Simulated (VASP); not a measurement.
Write the native input for VASP 6.6.1 that does the following.

```yaml
Task: single point
Functional: PBE
Potentials_or_basis: VASP PAW PBE potentials, release 64 (Ga_d, N)
Cutoff: 520 eV
k_mesh: 8 × 6 × 6
Occupations: gaussian, width 0.05 eV
Spin: no spin polarisation
Dipole_correction: no
Further_INCAR_settings: ALGO = Normal; EDIFF = 1e-06; NBANDS = 46
```

The structure of GaN lies in POSCAR:

```
GaN
1.0
   -3.2185392732      0.0000000000      0.0000000000
    0.0000000000      0.0000000000     -5.2433778863
    0.0000000001     -5.5746735474      0.0000000000
Ga N
4 4
Direct
    0.5000000000      0.0044806898      0.1773873165
    0.0000000000     -0.0042558807      0.6559471267
    0.0000000000      0.4957441193      0.3440528733
    0.5000000000      0.5044806898      0.8226126835
    0.5000000000      0.6259789040      0.1684823627
    0.0000000000      0.6297704704      0.6648580047
    0.0000000000      0.1297704704      0.3351419953
    0.5000000000      0.1259789040      0.8315176373
```

This cell differs from its parent crystal: atoms displaced along a vibrational mode.

The input as run:

INCAR

```
PREC     = Accurate       # precision mode
ENCUT    = 520            # plane-wave cutoff, eV
EDIFF    = 1E-6           # SCF threshold, eV
ISMEAR   = 0              # smearing method
SIGMA    = 0.05           # smearing width, eV
LREAL    = False          # projectors in reciprocal space
LASPH    = True           # aspherical terms in the spheres
NELM     = 100            # most SCF steps
ALGO     = Normal         # electronic algorithm
ISIF     = 2              # what is computed and relaxed
LWAVE    = False          # write WAVECAR
LCHARG   = False          # write CHGCAR
GGA      = PE             # functional
NBANDS   = 46             # bands
```

KPOINTS

```
Automatic mesh
0
Gamma
  8 6 6
```

Potentials or basis: VASP PAW PBE potentials, release 64 (Ga_d, N).

Command:

```bash
$ cat potpaw_PBE.64/Ga_d/POTCAR potpaw_PBE.64/N/POTCAR > POTCAR
$ mpirun -np 1 vasp_std > vasp.out
```

It gave:

The pressure is 0.6 GPa and the largest force is 1.617 eV/Å. The band gap on the k mesh is 1.61 eV.

Caveat: the cell differs from its parent crystal (atoms displaced along a vibrational mode); forces of over 1 eV/Å act on the atoms, so gaps and moduli don't describe the material at rest.

Run time: 2.4 min on 1 thread of Intel(R) Xeon(R) 6975P-C (Granite Rapids) (shared host), peak memory 0.36 GiB.
